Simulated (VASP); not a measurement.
# Al2Cu (I4/mcm) in VASP: a series of runs

Al2Cu is run at these levels: PBEsol; tasks: single point.

Program: VASP 6.6.1. These are calculated values, not measurements. Logs are shortened: lines on timing, memory, paths and dates and some standing lists are left out, and cuts for length are marked.

**1. The cell of the first run**

Symmetry: I4/mcm, No. 140, tetragonal system. Conventional cell: a = 6.173 Å, b = 6.173 Å, c = 4.924 Å, α = 90.00°, β = 90.00°, γ = 90.00°. Al (site symmetry m2m) has 4 Cu at 2.63 Å and 11 Al at 2.78 to 3.28 Å within 3.5 Å. Within 3.3 Å of Cu (site symmetry 422) lie 2 Cu at 2.46 Å and 8 Al at 2.63 Å.

**2. Single point, PBEsol**

Contents of INCAR:

```
SYSTEM = Al2Cu
PREC = Accurate
ENCUT = 520
EDIFF = 1E-6
ISMEAR = 0
SIGMA = 0.15
LREAL = .FALSE.
LASPH = .TRUE.
NELM = 80
ALGO = Fast
ISIF = 2
LWAVE = .FALSE.
LCHARG = .FALSE.
GGA = PS
NBANDS = 26
```

Contents of KPOINTS:

```
Automatic mesh
0
G
  10 10 10
  0 0 0
```

Contents of POSCAR:

```
Al2Cu
1.0
   -3.0864000000      3.0864000000      2.4621000000
    3.0864000000     -3.0864000000      2.4621000000
    3.0864000000      3.0864000000     -2.4621000000
Al Cu
4 2
Direct
    0.1593210787      0.6593210787      0.8186421574
    0.6593210787      0.8406789213      0.5000000000
    0.8406789213      0.3406789213      0.1813578426
    0.3406789213      0.1593210787      0.5000000000
    0.7500000000      0.7500000000      0.0000000000
    0.2500000000      0.2500000000      0.0000000000
```

Potentials or basis: VASP PAW PBE potentials, release 64 (Al, Cu).

Launch:

```sh
$ cat potpaw_PBE.64/Al/POTCAR potpaw_PBE.64/Cu/POTCAR > POTCAR
$ mpirun -np 1 vasp_std > vasp.out
```

OUTCAR:

```text
SYSTEM = Al2Cu
   PREC = Accurate
   ENCUT = 520
   EDIFF = 1E-6
   ISMEAR = 0
   LREAL = .FALSE.
   LASPH = .TRUE.
   NELM = 80
   ISIF = 2
   GGA = PS

 ion  position               nearest neighbor table
   1  0.159  0.659  0.819-   5 2.63   6 2.63   5 2.63   6 2.63   3 2.78   3 2.93   3 2.93   4 3.15
                             2 3.15   2 3.15   4 3.15   4 3.28   2 3.28   2 3.28   4 3.28
   2  0.659  0.841  0.500-   5 2.63   5 2.63   6 2.63   6 2.63   4 2.78   4 2.93   4 2.93   3 3.15
                             1 3.15   1 3.15   3 3.15   1 3.28   3 3.28   1 3.28   3 3.28
   3  0.841  0.341  0.181-   5 2.63   6 2.63   5 2.63   6 2.63   1 2.78   1 2.93   1 2.93   2 3.15
                             4 3.15   4 3.15   2 3.15   4 3.28   2 3.28   4 3.28   2 3.28
   4  0.341  0.159  0.500-   6 2.63   6 2.63   5 2.63   5 2.63   2 2.78   2 2.93   2 2.93   3 3.15
                             1 3.15   1 3.15   3 3.15   1 3.28   3 3.28   3 3.28   1 3.28
   5  0.750  0.750  0.000-   6 2.46   6 2.46   2 2.63   2 2.63   4 2.63   4 2.63   1 2.63   3 2.63
                             3 2.63   1 2.63
   6  0.250  0.250  0.000-   5 2.46   5 2.46   4 2.63   4 2.63   2 2.63   2 2.63   3 2.63   1 2.63
                             1 2.63   3 2.63

  LATTYP: Found a body centered tetragonal cell.
 ALAT       =     6.1728000000
 C/A-ratio  =     0.7977255054

  Lattice vectors:

 A1 = (  -3.0864000000,   3.0864000000,   2.4621000000)
 A2 = (   3.0864000000,  -3.0864000000,   2.4621000000)
 A3 = (   3.0864000000,   3.0864000000,  -2.4621000000)

Analysis of symmetry for initial positions (statically):
=====================================================================
 Subroutine PRICEL returns:
 Original cell was already a primitive cell.

 Routine SETGRP: Setting up the symmetry group for a
 body centered tetragonal supercell.

 Subroutine GETGRP returns: Found 16 space group operations
 (whereof  8 operations were pure point group operations)
 out of a pool of 16 trial point group operations.

The static configuration has the point symmetry C_4h.
 The point group associated with its full space group is D_4h.

Analysis of symmetry for dynamics (positions and initial velocities):
=====================================================================
 Subroutine PRICEL returns:
 Original cell was already a primitive cell.

 Routine SETGRP: Setting up the symmetry group for a
 body centered tetragonal supercell.

 Subroutine GETGRP returns: Found 16 space group operations
 (whereof  8 operations were pure point group operations)
 out of a pool of 16 trial point group operations.

The dynamic configuration has the point symmetry C_4h.
 The point group associated with its full space group is D_4h.

[... 114 lines left out ...]
   POTIM  = 0.5000    time-step for ionic-motion
   TEBEG  =    0.0;   TEEND  =   0.0 temperature during run
   PSTRESS=    0.0 pullay stress
   NELECT =      34.0000    total number of electrons
   NUPDOWN=      -1.0000    fix difference up-down
   EMIN   =  10.00;   EMAX   =-10.00  energy-range for DOS
   EFERMI =   0.00;   METHOD = LEGACY
   ISMEAR =     0;   SIGMA  =   0.15  broadening in eV -4-tet -1-fermi 0-gaus
   EFERMI_NEDOS =   21; number of points for ismear=-14 and -15
   IALGO  =     68    algorithm
   IMIX   =      4    mixing-type and parameters
     AMIX     =   0.40;   BMIX     =  1.00
     AMIX_MAG =   1.60;   BMIX_MAG =  1.00
  volume/ion in A,a.u.               =      15.64       105.52
  Fermi-wavevector in a.u.,A,eV,Ry     =   1.167198  2.205684 18.535905  1.362351
  Thomas-Fermi vector in A             =   2.303701
   LORBIT       =      0    0 simple, 1 ext, 2 COOP (PROOUT), +10 PAW based schemes
   GGA     = PS    functional components
   LHFCALC =     F    Hartree Fock is set to
   AEXX    =    0.0000 exact exchange contribution
   IVDW    =     0    specifies the selected vdW correction
   LEPSILON=     F    determine dielectric tensor
   LRPA    =     F    only Hartree local field effects (RPA)
 non-spin polarized calculation
 RMM-DIIS sequential band-by-band and
 Gauss-broadening in eV      SIGMA  =   0.15
  energy-cutoff  :      520.00
  volume of cell :       93.81
 maximum number of plane-waves:      2578
 NGX is ok and might be reduce to    40
   NGX = 19   NGY = 19   NGZ = 19

 number of electron      34.0000009 magnetization

 Free energy of the ion-electron system (eV)
  ---------------------------------------------------
  ext. energy  EPLUGINS =         0.00000000
  ---------------------------------------------------
  free energy    TOTEN  =       -25.86260067 eV

  energy without entropy =      -25.84047211  energy(sigma->0) =      -25.85153639

 E-fermi :   7.3620     XC(G=0): -10.7460

 val. band max:        7.3511267580   @ k =   0.3000   0.2000   0.2000
 cond. band min:       7.3624041576   @ k =  -0.2000  -0.3000   0.2000
 fundamental gap:      0.0112773996
 Fermi energy:         7.3620220295

 k-point     1 :       0.0000    0.0000    0.0000
  band No.  band energies     occupation
      1      -3.0440      2.00000
      2       2.2482      2.00000
      3       2.4914      2.00000
      4       2.4914      2.00000
      5       2.4918      2.00000
      6       3.3506      2.00000
[... 685 lines left out ...]
     25      14.0460      0.00000
     26      14.1030      0.00000

 [... further k-points ...]

------------------------ aborting loop because EDIFF is reached ----------------------------------------

  FORCE on cell =-STRESS in cart. coord.  units (eV):
  Direction    XX          YY          ZZ          XY          YZ          ZX
  --------------------------------------------------------------------------------------
  -------------------------------------------------------------------------------------
  Total       -4.3242690     -4.3242690     -3.7151295      0.0000000      0.0000000      0.0000000
  in kB      -73.8504570    -73.8504570    -63.4474893      0.0000000      0.0000000      0.0000000
  external PRESSURE =     -70.3828011 kB  Pullay stress =       0.0000000 kB

 VOLUME and BASIS-vectors are now :
 -----------------------------------------------------------------------------
  energy-cutoff  :      520.00
  volume of cell :       93.81
      direct lattice vectors                 reciprocal lattice vectors
    -3.086400000  3.086400000  2.462100000     0.000000000  0.162001037  0.203078673
     3.086400000 -3.086400000  2.462100000     0.162001037  0.000000000  0.203078673
     3.086400000  3.086400000 -2.462100000     0.162001037  0.162001037  0.000000000

 POSITION                                       TOTAL-FORCE (eV/Angst)
 -----------------------------------------------------------------------------------
      4.06986      0.98346      0.00000         0.016009      0.016009     -0.000000
      2.10294      0.98346      2.46210        -0.016009      0.016009      0.000000
     -0.98346      2.10294      2.46210        -0.016009     -0.016009     -0.000000
      0.98346      2.10294      0.00000         0.016009     -0.016009     -0.000000
      0.00000      0.00000      3.69315        -0.000000      0.000000     -0.000000
      0.00000      0.00000      1.23105        -0.000000      0.000000     -0.000000
 -----------------------------------------------------------------------------------
    total drift:                               -0.000000     -0.000000      0.000000

  FREE ENERGIE OF THE ION-ELECTRON SYSTEM (eV)
  ---------------------------------------------------
  free  energy   TOTEN  =       -25.8626006655 eV

  energy  without entropy=      -25.8404721104  energy(sigma->0) =      -25.85153639
```

OSZICAR:

```text
N       E                     dE             d eps       ncg     rms          rms(c)
DAV:   1     0.179054672847E+03    0.17905E+03   -0.13539E+04  5320   0.144E+03
DAV:   2    -0.191441492208E+02   -0.19820E+03   -0.18570E+03  5322   0.281E+02
DAV:   3    -0.304404895240E+02   -0.11296E+02   -0.10530E+02  6936   0.872E+01
DAV:   4    -0.307831012522E+02   -0.34261E+00   -0.34071E+00  7846   0.129E+01
DAV:   5    -0.307897176088E+02   -0.66164E-02   -0.66148E-02  7770   0.173E+00    0.222E+01
RMM:   6    -0.372258022418E+02   -0.64361E+01   -0.11273E+02  6490   0.139E+02    0.199E+01
RMM:   7    -0.263208837878E+02    0.10905E+02   -0.34963E+01  5587   0.819E+01    0.384E+00
RMM:   8    -0.259446124669E+02    0.37627E+00   -0.22679E+00  5722   0.206E+01    0.135E+00
RMM:   9    -0.258696282097E+02    0.74984E-01   -0.58008E-01  5871   0.308E+00    0.573E-01
RMM:  10    -0.258682878960E+02    0.13403E-02   -0.59728E-02  6547   0.250E+00    0.347E-01
RMM:  11    -0.258625526589E+02    0.57352E-02   -0.12139E-02  6421   0.850E-01    0.126E-01
RMM:  12    -0.258627782559E+02   -0.22560E-03   -0.35322E-03  6777   0.610E-01    0.960E-02
RMM:  13    -0.258626452793E+02    0.13298E-03   -0.15204E-03  6842   0.280E-01    0.617E-02
RMM:  14    -0.258625901129E+02    0.55166E-04   -0.35109E-04  6757   0.214E-01    0.173E-02
RMM:  15    -0.258626032319E+02   -0.13119E-04   -0.19278E-04  7718   0.878E-02    0.110E-02
RMM:  16    -0.258626134803E+02   -0.10248E-04   -0.21395E-05  6619   0.480E-02    0.246E-02
RMM:  17    -0.258626003930E+02    0.13087E-04   -0.38439E-05  6465   0.698E-02    0.614E-03
RMM:  18    -0.258626006655E+02   -0.27251E-06   -0.72311E-06  5966   0.223E-02
   1 F= -.25862601E+02 E0= -.25851536E+02  d E =-.221286E-01
```

stdout:

```text
POSCAR found type information on POSCAR AlCu
 POSCAR found :  2 types and       6 ions
 scaLAPACK will be used
 -----------------------------------------------------------------------------
|                                                                             |
|                                                                             |
|     You enforced a specific xc type in the INCAR file but a different       |
|     I HOPE YOU KNOW WHAT YOU ARE DOING!                                     |
|                                                                             |
 -----------------------------------------------------------------------------

 LDA part: xc-table for (Slater+PW92), standard interpolation
 POSCAR, INCAR and KPOINTS ok, starting setup
 FFT: planning ... GRIDC
 FFT: planning ... GRID_SOFT
 FFT: planning ... GRID
 WAVECAR not read
 entering main loop
```

Run time: 4.1 min. Hardware: 1 thread of AMD EPYC 9R45 (Zen 5), shared host; peak memory 0.35 GiB.

What came out:

```yaml
Free_energy: -25.8626 eV
Pressure: -7.0 GPa
Largest_force: 0.023 eV/Å
Band_gap_on_the_k_mesh: zero (bands 17 and 18 overlap by 4.28 eV)
```

Forces in eV/Å, atoms in the order of the input:
```
Al   0.016  0.016  0.000
Al  -0.016  0.016  0.000
Al  -0.016 -0.016  0.000
Al   0.016 -0.016  0.000
Cu   0.000  0.000  0.000
Cu   0.000  0.000  0.000
```

Levels at points of the mesh, in eV from the Fermi level:
| k point | band 14 | band 15 | band 16 | band 17 | band 18 | band 19 | band 20 | band 21 |
| --- | --- | --- | --- | --- | --- | --- | --- | --- |
| (0.00, 0.00, 0.00) | -1.92 | -1.23 | -1.08 | -1.08 | -0.81 | -0.44 | 0.17 | 1.33 |
| (0.50, 0.00, 0.00) | -2.96 | -2.52 | -2.52 | 0.19 | 0.19 | 3.83 | 3.83 | 4.15 |
| (0.50, 0.50, 0.00) | -2.59 | -1.41 | -1.20 | -1.02 | -0.64 | 0.67 | 1.06 | 4.58 |
| (0.50, 0.50, 0.50) | -3.08 | -3.08 | -1.74 | 2.54 | 2.95 | 2.95 | 3.18 | 3.80 |

Caveat: the cell stands under tension; the PAW data sets were made with another functional, which shifts forces and pressure a little.

**3. Single point, PBEsol**

Contents of INCAR:

```
ALGO = Fast
EDIFF = 1E-7
ENCUT = 520
GGA = PS
ISIF = 2
ISMEAR = 0
LASPH = T
LCHARG = T
LELF = T
LREAL = F
LVHAR = T
LWAVE = F
NBANDS = 26
NELM = 80
PREC = Accurate
SIGMA = 0.15
```

Contents of KPOINTS:

```
k-points
0
Gamma
  10 10 10
```

Changes to POSCAR since step 2:

```diff
@@ -2,5 +2,5 @@
 1.0
-   -3.0864000000      3.0864000000      2.4621000000
-    3.0864000000     -3.0864000000      2.4621000000
-    3.0864000000      3.0864000000     -2.4621000000
+   -3.0564500000      3.0564500000      2.5103500000
+    3.0564500000     -3.0564500000      2.5103500000
+    3.0564500000      3.0564500000     -2.5103500000
 Al Cu
```

Potentials or basis: VASP PAW PBE potentials, release 64 (Al, Cu).

Launch:

```sh
$ cat potpaw_PBE.64/Al/POTCAR potpaw_PBE.64/Cu/POTCAR > POTCAR
$ mpirun -np 1 vasp_std > vasp.out
```

Run time: 4.6 min. Hardware: 1 thread of AMD EPYC 9R45 (Zen 5), shared host; peak memory 0.35 GiB.

The run converged. Its results:

```yaml
Free_energy: -25.8563 eV
Pressure: -7.0 GPa
Largest_force: 0.088 eV/Å
Band_gap_on_the_k_mesh: zero (bands 17 and 18 overlap by 4.02 eV)
```

Forces in eV/Å, atoms in the order of the input:
```
Al   0.062  0.062  0.000
Al  -0.062  0.062  0.000
Al  -0.062 -0.062  0.000
Al   0.062 -0.062  0.000
Cu   0.000  0.000  0.000
Cu   0.000  0.000  0.000
```

Stress tensor (GPa, compression positive):
```
-6.28  0.00  0.00
 0.00 -6.28  0.00
 0.00  0.00 -8.34
```

Levels at points of the mesh, in eV from the Fermi level:
| k point | band 15 | band 16 | band 17 | band 18 | band 19 | band 20 |
| --- | --- | --- | --- | --- | --- | --- |
| (0.00, 0.00, 0.00) | -1.36 | -1.12 | -1.12 | -0.75 | -0.49 | 0.19 |
| (0.50, 0.00, 0.00) | -2.47 | -2.47 | 0.32 | 0.32 | 4.01 | 4.01 |
| (0.50, 0.50, 0.00) | -1.21 | -1.21 | -0.93 | -0.75 | 0.89 | 1.31 |
| (0.50, 0.50, 0.50) | -3.11 | -1.81 | 2.45 | 2.96 | 2.96 | 3.30 |

Caveat: the cell stands under tension; the PAW data sets were made with another functional, which shifts forces and pressure a little.
